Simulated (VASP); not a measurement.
**B3As2: single point with PBE**

Crystal: B3As2.

```xyz
5
Lattice="4.5881 0.0000 0.0000 -2.2940 3.9734 0.0000 0.0000 0.0000 4.7118" Properties=species:S:1:pos:R:3 pbc="T T T"
B     0.0000    0.0000    0.7900
B     0.0000    0.0000    3.9218
B     0.0000    0.0000    2.3559
As    0.0000    2.6489    0.0000
As    2.2940    1.3245    0.0000
```

```
Program                : VASP 6.6.1
Task                   : single point
Functional             : PBE
Potentials or basis    : VASP PAW PBE potentials, release 64 (B, As)
Cutoff                 : 520 eV
k mesh                 : 12 × 12 × 8
Occupations            : gaussian, width 0.1 eV
Spin                   : no spin polarisation
Dipole correction      : no
Further INCAR settings : ALGO = Normal; EDIFF = 1e-06; NBANDS = 18
```

The pressure is 0.0 GPa. The largest force is 0.005 eV/Å.

Forces in eV/Å, atoms in the order of the input:
```
B    0.000  0.000 -0.005
B    0.000  0.000  0.005
B    0.000  0.000  0.000
As   0.000  0.000  0.000
As   0.000  0.000  0.000
```

Stress tensor (GPa, compression positive):
```
 0.06  0.00  0.00
 0.00  0.06  0.00
 0.00  0.00 -0.06
```

Levels at points of the mesh, in eV from the Fermi level:
| k point | band 8 | band 9 | band 10 | band 11 | band 12 | band 13 |
| --- | --- | --- | --- | --- | --- | --- |
| (0.00, 0.00, 0.00) | -3.54 | -3.54 | -1.15 | 2.17 | 2.89 | 2.89 |
| (0.50, 0.00, 0.00) | -0.96 | 0.25 | 0.57 | 0.73 | 2.40 | 3.02 |
| (0.00, 0.00, 0.50) | -3.01 | -3.01 | -1.99 | -0.26 | -0.26 | 1.60 |
| (0.50, 0.00, 0.50) | -0.66 | -0.54 | 0.77 | 0.79 | 2.31 | 2.40 |

Wall time 52 s on 1 thread of Intel(R) Xeon(R) 6975P-C (Granite Rapids), with other jobs on the host, peak memory 0.28 GiB.
